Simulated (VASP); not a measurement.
A run of VASP 6.6.1 is set up as follows.

POSCAR

```
Ni
1.0
    0.0000000000      1.7619400000      1.7619400000
    1.7619400000      0.0000000000      1.7619400000
    1.7619400000      1.7619400000      0.0000000000
Ni
1
Direct
    0.0000000000      0.0000000000      0.0000000000
```

INCAR.step1

```
SYSTEM = Ni
  PREC = Accurate
  ENCUT = 660
  ISMEAR = -1
  SIGMA = 0.003
  LREAL = .FALSE.
  LASPH = .TRUE.
  NELM = 200
  ISPIN = 2
  MAGMOM = 2
  LMAXMIX = 4
  NBANDS = 15
  GGA = PE
  ALGO = Normal
  EDIFF = 1E-5
  LWAVE = .TRUE.
  LCHARG = .FALSE.
  GGA_COMPAT = .FALSE.
```

Contents of INCAR.step2:

```
SYSTEM = Ni
  PREC = Accurate
  ENCUT = 660
  EDIFF = 1E-6
  ISMEAR = -1
  SIGMA = 0.003
  LREAL = .FALSE.
  LASPH = .TRUE.
  NELM = 200
  ALGO = Normal
  ISIF = 2
  LWAVE = .FALSE.
  LCHARG = .FALSE.
  ISPIN = 2
  MAGMOM = 2
  LORBIT = 11
  LMAXMIX = 4
  METAGGA = R2SCAN
  LMIXTAU = .TRUE.
  NBANDS = 15
  ISTART = 1
  GGA_COMPAT = .FALSE.
```

File KPOINTS:

```
regular mesh
0
G
  14 14 14
  0 0 0
```

Potentials or basis: VASP PAW PBE potentials, release 64 (Ni).

Run with:

```bash
$ cat potpaw_PBE.64/Ni/POTCAR > POTCAR
$ cp INCAR.step1 INCAR
$ mpirun -np 1 vasp_std > vasp.out
$ cp INCAR.step2 INCAR
$ mpirun -np 1 vasp_std > vasp.out
```

**Question.** Estimate the site moments.

**Answer.** Ni +0.78 μB.

**Question.** Estimate the net moment.

**Answer.** 0.75 μB per cell.

**Question.** Estimate the pressure.

**Answer.** -7.4 GPa.

Caveat: the cell stands under tension; the PAW data sets were made with another functional, which shifts forces and pressure a little.
